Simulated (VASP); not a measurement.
# ZnCu (Pm-3m) in VASP: notebook

ZnCu is run at these levels: r2SCAN; tasks: single point, relaxation of cell and atoms.

Everything below comes from runs of VASP 6.6.1. Logs are shortened: lines on timing, memory, paths and dates and some standing lists are left out, and cuts for length are marked.

## 1. The cell of the first run

It takes space group Pm-3m (No. 221, cubic). Conventional cell: a = 2.948 Å, b = 2.948 Å, c = 2.948 Å, α = 90.00°, β = 90.00°, γ = 90.00°. Within 3.4 Å of Zn (site symmetry m-3m) lie 8 Cu at 2.55 Å and 6 Zn at 2.95 Å. Cu (site symmetry m-3m) has 8 Zn at 2.55 Å and 6 Cu at 2.95 Å within 3.4 Å.

## 2. Single point, r2SCAN (volume scaled by 1.03)

Contents of POSCAR:

```
ZnCu
1.0
    2.9475870139      0.0000000000      0.0000000000
    0.0000000000      2.9475870139      0.0000000000
    0.0000000000      0.0000000000      2.9475870139
Zn Cu
1 1
Direct
    0.5000000000      0.5000000000      0.5000000000
    0.0000000000      0.0000000000      0.0000000000
```

Contents of INCAR.step1:

```
SYSTEM = ZnCu
  ALGO = Normal
  EDIFF = 1E-4
  ENCUT = 520
  GGA = PE
  ISMEAR = 0
  LASPH = .True.
  LCHARG = .False.
  LREAL = .False.
  LWAVE = .True.
  NBANDS = 18
  NELM = 80
  PREC = Accurate
  SIGMA = 0.1
```

Contents of INCAR.step2:

```
SYSTEM = ZnCu
  ALGO = Normal
  EDIFF = 1E-6
  ENCUT = 520
  ISIF = 2
  ISMEAR = 0
  ISTART = 1
  LASPH = .True.
  LCHARG = .False.
  LMIXTAU = .True.
  LREAL = .False.
  LWAVE = .False.
  METAGGA = R2SCAN
  NBANDS = 18
  NELM = 80
  PREC = Accurate
  SIGMA = 0.1
```

Contents of KPOINTS:

```
k-points
0
Gamma
  14 14 14
  0 0 0
```

Potentials or basis: VASP PAW PBE potentials, release 64 (Zn, Cu).

The run is started by

```console
$ cat potpaw_PBE.64/Zn/POTCAR potpaw_PBE.64/Cu/POTCAR > POTCAR
$ cp INCAR.step1 INCAR
$ mpirun -np 1 vasp_std > vasp.out
$ cp INCAR.step2 INCAR
$ mpirun -np 1 vasp_std > vasp.out
```

OUTCAR:

```text
SYSTEM = ZnCu
   EDIFF = 1E-6
   ENCUT = 520
   ISIF = 2
   ISMEAR = 0
   ISTART = 1
   LASPH = .True.
   LREAL = .False.
   METAGGA = R2SCAN
   NELM = 80
   PREC = Accurate

 ion  position               nearest neighbor table
   1  0.500  0.500  0.500-   2 2.55   2 2.55   2 2.55   2 2.55   2 2.55   2 2.55   2 2.55   2 2.55

   2  0.000  0.000  0.000-   1 2.55   1 2.55   1 2.55   1 2.55   1 2.55   1 2.55   1 2.55   1 2.55

  LATTYP: Found a simple cubic cell.
 ALAT       =     2.9475870139

  Lattice vectors:

 A1 = (   2.9475870139,   0.0000000000,   0.0000000000)
 A2 = (   0.0000000000,   2.9475870139,   0.0000000000)
 A3 = (   0.0000000000,   0.0000000000,   2.9475870139)

Analysis of symmetry for initial positions (statically):
=====================================================================
 Subroutine PRICEL returns:
 Original cell was already a primitive cell.

 Routine SETGRP: Setting up the symmetry group for a
 simple cubic supercell.

 Subroutine GETGRP returns: Found 48 space group operations
 (whereof 48 operations were pure point group operations)
 out of a pool of 48 trial point group operations.

The static configuration has the point symmetry O_h .

Analysis of symmetry for dynamics (positions and initial velocities):
=====================================================================
 Subroutine PRICEL returns:
 Original cell was already a primitive cell.

 Routine SETGRP: Setting up the symmetry group for a
 simple cubic supercell.

 Subroutine GETGRP returns: Found 48 space group operations
 (whereof 48 operations were pure point group operations)
 out of a pool of 48 trial point group operations.

The dynamic configuration has the point symmetry O_h .

 Subroutine INISYM returns: Found 48 space group operations
 (whereof 48 operations are pure point group operations),
 and found     1 'primitive' translations

----------------------------------------------------------------------------------------

                                     Primitive cell

  volume of cell :      25.6094

  direct lattice vectors                    reciprocal lattice vectors
     2.947587014  0.000000000  0.000000000     0.339260553  0.000000000  0.000000000
     0.000000000  2.947587014  0.000000000     0.000000000  0.339260553  0.000000000
     0.000000000  0.000000000  2.947587014     0.000000000  0.000000000  0.339260553

  length of vectors
     2.947587014  2.947587014  2.947587014     0.339260553  0.339260553  0.339260553

  position of ions in fractional coordinates (direct lattice)
     0.500000000  0.500000000  0.500000000
     0.000000000  0.000000000  0.000000000

  ion indices of the primitive-cell ions
   primitive index   ion index
                 1           1
                 2           2

----------------------------------------------------------------------------------------

 KPOINTS: k-points

Automatic generation of k-mesh.
 Grid dimensions read from file:
 generate k-points for:   14   14   14

 Generating k-lattice:

  Cartesian coordinates                     Fractional coordinates (reciprocal lattice)
     0.024232897  0.000000000  0.000000000     0.071428571  0.000000000  0.000000000
     0.000000000  0.024232897  0.000000000     0.000000000  0.071428571  0.000000000
     0.000000000  0.000000000  0.024232897     0.000000000  0.000000000  0.071428571

  Length of vectors
     0.024232897  0.024232897  0.024232897

  Shift w.r.t. Gamma in fractional coordinates (k-lattice)
     0.000000000  0.000000000  0.000000000

 Subroutine IBZKPT returns following result:
 ===========================================

 Found    120 irreducible k-points:

 Following reciprocal coordinates:
            Coordinates               Weight
  0.000000  0.000000  0.000000      1.000000
  0.071429  0.000000  0.000000      6.000000
  0.142857  0.000000  0.000000      6.000000
  0.214286  0.000000  0.000000      6.000000
  0.285714  0.000000  0.000000      6.000000
  0.357143  0.000000  0.000000      6.000000
[... 16 lines left out ...]
  0.285714  0.214286  0.000000     24.000000
  0.357143  0.214286  0.000000     24.000000
 [... further k-points ...]
   k-points           NKPTS =    120   k-points in BZ     NKDIM =    120   number of bands    NBANDS=     18
   number of dos      NEDOS =    301   number of ions     NIONS =      2
   total plane-waves  NPLWV =  13824
   dimension x,y,z NGX =    24 NGY =   24 NGZ =   24
   dimension x,y,z NGXF=    48 NGYF=   48 NGZF=   48
   ions per type =               1   1
   NGX,Y,Z   is equivalent  to a cutoff of  13.54, 13.54, 13.54 a.u.
   NGXF,Y,Z  is equivalent  to a cutoff of  27.07, 27.07, 27.07 a.u.
 SYSTEM =  ZnCu
   PREC   = accura    normal or accurate (medium, high low for compatibility)
   ISTART =      1    job   : 0-new  1-cont  2-samecut
   ICHARG =      0    charge: 1-file 2-atom 10-const
   ISPIN  =      1    spin polarized calculation?
   LNONCOLLINEAR =      F non collinear calculations
   LSORBIT =      F    spin-orbit coupling
   LASPH  =      T    aspherical Exc in radial PAW
   ENCUT  =  520.0 eV  38.22 Ry    6.18 a.u.   5.48  5.48  5.48*2*pi/ulx,y,z
   NELM   =     80;   NELMIN=  2; NELMDL=  0     # of ELM steps
   EDIFF  = 0.1E-05   stopping-criterion for ELM
   LREAL  =      F    real-space projection
   EDIFFG = 0.1E-04   stopping-criterion for IOM
   NSW    =      0    number of steps for IOM
   IBRION =     -1    ionic relax: 0-MD 1-quasi-New 2-CG
   NFREE  =      0    steps in history (QN), initial steepest desc. (CG)
   ISIF   =      2    stress and relaxation
   ISYM   =      2    0-nonsym 1-usesym 2-fastsym
   POTIM  = 0.5000    time-step for ionic-motion
   TEBEG  =    0.0;   TEEND  =   0.0 temperature during run
   PSTRESS=    0.0 pullay stress
   NELECT =      23.0000    total number of electrons
   NUPDOWN=      -1.0000    fix difference up-down
   EMIN   =  10.00;   EMAX   =-10.00  energy-range for DOS
   EFERMI =   0.00;   METHOD = LEGACY
   ISMEAR =     0;   SIGMA  =   0.10  broadening in eV -4-tet -1-fermi 0-gaus
   EFERMI_NEDOS =   21; number of points for ismear=-14 and -15
   IALGO  =     38    algorithm
   IMIX   =      4    mixing-type and parameters
     AMIX     =   0.40;   BMIX     =  1.00
     AMIX_MAG =   1.60;   BMIX_MAG =  1.00
  volume/ion in A,a.u.               =      12.80        86.41
  Fermi-wavevector in a.u.,A,eV,Ry     =   1.579492  2.984807 33.943753  2.494795
  Thomas-Fermi vector in A             =   2.679863
   LORBIT       =      0    0 simple, 1 ext, 2 COOP (PROOUT), +10 PAW based schemes
   METAGGA = R2SCAN    functional components
   LHFCALC =     F    Hartree Fock is set to
   AEXX    =    0.0000 exact exchange contribution
   IVDW    =     0    specifies the selected vdW correction
   LEPSILON=     F    determine dielectric tensor
   LRPA    =     F    only Hartree local field effects (RPA)
 non-spin polarized calculation
 Gauss-broadening in eV      SIGMA  =   0.10
  energy-cutoff  :      520.00
  volume of cell :       25.61
 maximum number of plane-waves:       739
 NGX is ok and might be reduce to    24
   NGX = 11   NGY = 11   NGZ = 11

 number of electron      23.0000002 magnetization

 Free energy of the ion-electron system (eV)
  ---------------------------------------------------
  ext. energy  EPLUGINS =         0.00000000
  ---------------------------------------------------
  free energy    TOTEN  =       -19.93840824 eV

  energy without entropy =      -19.93688969  energy(sigma->0) =      -19.93764897

 E-fermi :   5.3427     XC(G=0): -13.5107

 val. band max:        5.2222460901   @ k =   0.5000   0.5000   0.2143
 cond. band min:       5.3544705534   @ k =   0.4286   0.3571   0.2143
 fundamental gap:      0.1322244633
 Fermi energy:         5.3427339210

 k-point     1 :       0.0000    0.0000    0.0000
  band No.  band energies     occupation
      1      -5.3959      2.00000
      2      -2.8145      2.00000
      3      -2.8145      2.00000
      4      -2.0910      2.00000
      5      -2.0910      2.00000
      6      -2.0910      2.00000
[... 10 lines left out ...]
     17      18.4649      0.00000
     18      29.7628      0.00000

 k-point     2 :       0.0714    0.0000    0.0000
  band No.  band energies     occupation
      1      -5.2996      2.00000
      2      -2.8035      2.00000
      3      -2.7943      2.00000
      4      -2.0995      2.00000
      5      -2.0995      2.00000
      6      -2.0871      2.00000
[... 10 lines left out ...]
     17      19.0342      0.00000
     18      28.6323      0.00000

 k-point     3 :       0.1429    0.0000    0.0000
  band No.  band energies     occupation
      1      -5.0137      2.00000
      2      -2.7724      2.00000
      3      -2.7352      2.00000
      4      -2.1232      2.00000
      5      -2.1232      2.00000
      6      -2.0759      2.00000
[... 10 lines left out ...]
     17      21.0464      0.00000
     18      26.8329      0.00000

 k-point     4 :       0.2143    0.0000    0.0000
  band No.  band energies     occupation
      1      -4.5505      2.00000
      2      -2.7268      2.00000
      3      -2.6393      2.00000
      4      -2.1573      2.00000
      5      -2.1573      2.00000
      6      -2.0596      2.00000
[... 375 lines left out ...]
      4      -2.1905      2.00000
      5      -2.1733      2.00000
      6      -2.1176      2.00000
[... 10 lines left out ...]
     17      23.6093      0.00000
     18      25.0151      0.00000

 k-point    23 :       0.2857    0.2143    0.0000
  band No.  band energies     occupation
      1      -3.3152      2.00000
      2      -2.6145      2.00000
      3      -2.4079      2.00000
      4      -2.2248      2.00000
      5      -2.1350      2.00000
      6      -2.0476      2.00000
[... 10 lines left out ...]
     17      23.6252      0.00000
     18      24.0346      0.00000

 k-point    24 :       0.3571    0.2143    0.0000
  band No.  band energies     occupation
      1      -2.9525      2.00000
      2      -2.6101      2.00000
      3      -2.3621      2.00000
      4      -2.2613      2.00000
      5      -2.1449      2.00000
      6      -1.5918      2.00000
[... 10 lines left out ...]
     17      21.9203      0.00000
     18      22.8535      0.00000

 [... further k-points ...]

------------------------ aborting loop because EDIFF is reached ----------------------------------------

  FORCE on cell =-STRESS in cart. coord.  units (eV):
  Direction    XX          YY          ZZ          XY          YZ          ZX
  --------------------------------------------------------------------------------------
  -------------------------------------------------------------------------------------
  Total       -0.4819047     -0.4819047     -0.4819047      0.0000000      0.0000000      0.0000000
  in kB      -30.1489281    -30.1489281    -30.1489281      0.0000000      0.0000000      0.0000000
  external PRESSURE =     -30.1489281 kB  Pullay stress =       0.0000000 kB

 VOLUME and BASIS-vectors are now :
 -----------------------------------------------------------------------------
  energy-cutoff  :      520.00
  volume of cell :       25.61
      direct lattice vectors                 reciprocal lattice vectors
     2.947587014  0.000000000  0.000000000     0.339260553  0.000000000  0.000000000
     0.000000000  2.947587014  0.000000000     0.000000000  0.339260553  0.000000000
     0.000000000  0.000000000  2.947587014     0.000000000  0.000000000  0.339260553

 POSITION                                       TOTAL-FORCE (eV/Angst)
 -----------------------------------------------------------------------------------
      1.47379      1.47379      1.47379         0.000000      0.000000      0.000000
      0.00000      0.00000      0.00000         0.000000      0.000000      0.000000
 -----------------------------------------------------------------------------------
    total drift:                                0.000000      0.000000     -0.000000

  FREE ENERGIE OF THE ION-ELECTRON SYSTEM (eV)
  ---------------------------------------------------
  free  energy   TOTEN  =       -19.9384082439 eV

  energy  without entropy=      -19.9368896900  energy(sigma->0) =      -19.93764897
```

Wall time 5.8 min (1 thread of Oxide Virtual Turin-like, shared host); peak memory 0.15 GiB.

Results:

| Item | Value |
| --- | --- |
| Free energy | -19.9384 eV |
| Pressure | -3.0 GPa |

Levels at points of the mesh, in eV from the Fermi level:
| k point | band 10 | band 11 | band 12 | band 13 | band 14 | band 15 |
| --- | --- | --- | --- | --- | --- | --- |
| (0.00, 0.00, 0.00) | -2.83 | -2.83 | 6.61 | 6.61 | 6.61 | 11.49 |
| (0.50, 0.00, 0.00) | -3.39 | -2.90 | -2.09 | 12.31 | 12.31 | 12.90 |
| (0.50, 0.50, 0.00) | -2.61 | -2.00 | -2.00 | 1.91 | 2.26 | 14.76 |
| (0.50, 0.50, 0.50) | -2.59 | 4.36 | 4.47 | 4.47 | 4.47 | 4.66 |

Caveat: the cell differs from its parent crystal (volume scaled by 1.03); the PAW data sets were made with another functional, which shifts forces and pressure a little.

## 3. Single point, r2SCAN (volume scaled by 1.06)

Contents of POSCAR:

```
ZnCu
1.0
    2.9759309355      0.0000000000      0.0000000000
    0.0000000000      2.9759309355      0.0000000000
    0.0000000000      0.0000000000      2.9759309355
Zn Cu
1 1
Direct
    0.5000000000      0.5000000000      0.5000000000
    0.0000000000      0.0000000000      0.0000000000
```

Contents of INCAR.step1:

```
PREC = Accurate ; ENCUT = 520
ISMEAR = 0 ; SIGMA = 0.1
LREAL = False ; LASPH = True
NELM = 80 ; NBANDS = 18
GGA = PE ; ALGO = Normal
EDIFF = 1E-4 ; LWAVE = True
LCHARG = False
```

Contents of INCAR.step2:

```
PREC = Accurate ; ENCUT = 520
EDIFF = 1E-7 ; ISMEAR = 0
SIGMA = 0.1 ; LREAL = False
LASPH = True ; NELM = 80
ALGO = Normal ; ISIF = 2
LWAVE = False ; LCHARG = False
METAGGA = R2SCAN ; LMIXTAU = True
NBANDS = 18 ; ISTART = 1
```

Contents of KPOINTS:

```
Automatic mesh
0
Gamma
  14 14 14
```

Potentials or basis: VASP PAW PBE potentials, release 64 (Zn, Cu).

The run is started by

```console
$ cat potpaw_PBE.64/Zn/POTCAR potpaw_PBE.64/Cu/POTCAR > POTCAR
$ cp INCAR.step1 INCAR
$ mpirun -np 1 vasp_std > vasp.out
$ cp INCAR.step2 INCAR
$ mpirun -np 1 vasp_std > vasp.out
```

It took 5.7 min on 1 thread of Oxide Virtual Turin-like, shared host; peak memory 0.15 GiB.

Results (log left out):

```
Free energy : -19.9168 eV
Pressure    : -6.1 GPa
```

Levels at points of the mesh, in eV from the Fermi level:
| k point | band 10 | band 11 | band 12 | band 13 | band 14 | band 15 |
| --- | --- | --- | --- | --- | --- | --- |
| (0.00, 0.00, 0.00) | -2.78 | -2.78 | 6.51 | 6.51 | 6.51 | 11.31 |
| (0.50, 0.00, 0.00) | -3.30 | -2.84 | -2.06 | 12.06 | 12.06 | 12.66 |
| (0.50, 0.50, 0.00) | -2.56 | -1.91 | -1.91 | 1.79 | 2.15 | 14.44 |
| (0.50, 0.50, 0.50) | -2.54 | 4.15 | 4.40 | 4.40 | 4.40 | 4.57 |

Caveat: the cell differs from its parent crystal (volume scaled by 1.06); the PAW data sets were made with another functional, which shifts forces and pressure a little.

## 4. Relaxation of cell and atoms, r2SCAN

This run uses another cell than the first one, of 12.77 Å³/atom, 0.997 times its volume.

Contents of POSCAR:

```
ZnCu
1.0
   -2.9450000000      0.0000000000      0.0000000000
    0.0000000000     -2.9450000000      0.0000000000
    0.0000000000      0.0000000000      2.9450000000
Zn Cu
1 1
Direct
    0.0000000000      0.0000000000      0.0000000000
    0.5000000000      0.5000000000      0.5000000000
```

Contents of INCAR.step1:

```
SYSTEM = ZnCu
PREC     = Accurate       ! precision mode
ENCUT    = 600            ! plane-wave cutoff, eV
ISMEAR   = 0              ! smearing method
SIGMA    = 0.1            ! smearing width, eV
LREAL    = .FALSE.        ! projectors in reciprocal space
LASPH    = .TRUE.         ! aspherical terms in the spheres
NELM     = 80             ! most SCF steps
GGA      = PE             ! functional
ALGO     = Normal         ! electronic algorithm
EDIFF    = 1E-4           ! SCF threshold, eV
LWAVE    = .TRUE.         ! write WAVECAR
LCHARG   = .FALSE.        ! write CHGCAR
```

Contents of INCAR.step2:

```
SYSTEM = ZnCu
PREC     = Accurate       ! precision mode
ENCUT    = 600            ! plane-wave cutoff, eV
EDIFF    = 1E-7           ! SCF threshold, eV
ISMEAR   = 0              ! smearing method
SIGMA    = 0.1            ! smearing width, eV
LREAL    = .FALSE.        ! projectors in reciprocal space
LASPH    = .TRUE.         ! aspherical terms in the spheres
NELM     = 80             ! most SCF steps
ALGO     = Normal         ! electronic algorithm
ISIF     = 3              ! what is computed and relaxed
LWAVE    = .FALSE.        ! write WAVECAR
LCHARG   = .FALSE.        ! write CHGCAR
METAGGA  = R2SCAN         ! meta-GGA
LMIXTAU  = .TRUE.       
IBRION   = 2              ! ionic algorithm
NSW      = 100            ! ionic steps
EDIFFG   = -0.005         ! ionic threshold
ISTART   = 1
```

Contents of KPOINTS:

```
regular mesh
0
G
  14 14 14
  0 0 0
```

The run is started by

```console
$ cat potpaw_PBE.64/Zn/POTCAR potpaw_PBE.64/Cu/POTCAR > POTCAR
$ cp INCAR.step1 INCAR
$ mpirun -np 1 vasp_std > vasp.out
$ cp INCAR.step2 INCAR
$ mpirun -np 1 vasp_std > vasp.out
```

Wall time 14 min (1 thread of Oxide Virtual Turin-like, shared host); peak memory 0.17 GiB.

The run converged. Its results:

```
Free energy                            : -19.9460 eV
Relaxed volume                         : 12.48 Å³/atom
Relaxed cell                           : a = 2.923 Å, b = 2.923 Å, c = 2.923 Å, α = 90.00°, β = 90.00°, γ = 90.00°
Space group after relaxing (to 0.05 Å) : Pm-3m (No. 221)
Energy gained by relaxing              : 2.8 meV/atom
Ionic steps                            : 4
Pressure after relaxing                : 0.0 GPa
```

The path:
| step | energy change (eV) | largest force (eV/Å) | pressure (GPa) | volume (Å³) |
| --- | --- | --- | --- | --- |
| 1 | 0.0000 | 0.0000 | -2.80 | 25.54 |
| 2 | -0.0047 | 0.0000 | 1.27 | 24.73 |
| 3 | -0.0055 | 0.0000 | 0.13 | 24.94 |
| 4 | -0.0055 | 0.0000 | -0.03 | 24.97 |

Final structure:
```
CELL_PARAMETERS angstrom
-2.92283 0.00000 0.00000
0.00000 -2.92283 0.00000
0.00000 0.00000 2.92283
ATOMIC_POSITIONS crystal
Zn 0.00000 0.00000 0.00000
Cu 0.50000 0.50000 0.50000
```

Levels at points of the mesh, in eV from the Fermi level:
| k point | band 10 | band 11 | band 12 | band 13 | band 14 | band 15 |
| --- | --- | --- | --- | --- | --- | --- |
| (0.00, 0.00, 0.00) | -2.88 | -2.88 | 6.71 | 6.71 | 6.71 | 11.65 |
| (0.50, 0.00, 0.00) | -3.46 | -2.96 | -2.11 | 12.54 | 12.54 | 13.12 |
| (0.50, 0.50, 0.00) | -2.65 | -2.08 | -2.08 | 2.02 | 2.35 | 15.04 |
| (0.50, 0.50, 0.50) | -2.63 | 4.52 | 4.52 | 4.52 | 4.55 | 4.74 |

Caveat: the PAW data sets were made with another functional, which shifts forces and pressure a little.

## 5. The runs side by side

```tsv
task	cell	cutoff (eV)	gap on the mesh (eV)	pressure (GPa)
single point	a = 2.948 Å, 2 atoms	520	none	-3.0
single point	a = 2.976 Å, 2 atoms	520	none	-6.1
relaxation of cell and atoms	relaxed from a = 2.945 Å, 2 atoms	600	none	0.0
```

Alike in all rows: level r2SCAN; potentials or basis VASP PAW PBE potentials, release 64 (Zn, Cu); no spin polarisation; k mesh 14 × 14 × 14; smearing gaussian 0.1 eV.

Caveats: the PAW data sets were made with another functional, which shifts forces and pressure a little.

Absolute energies hang on the potentials; compare differences alone.
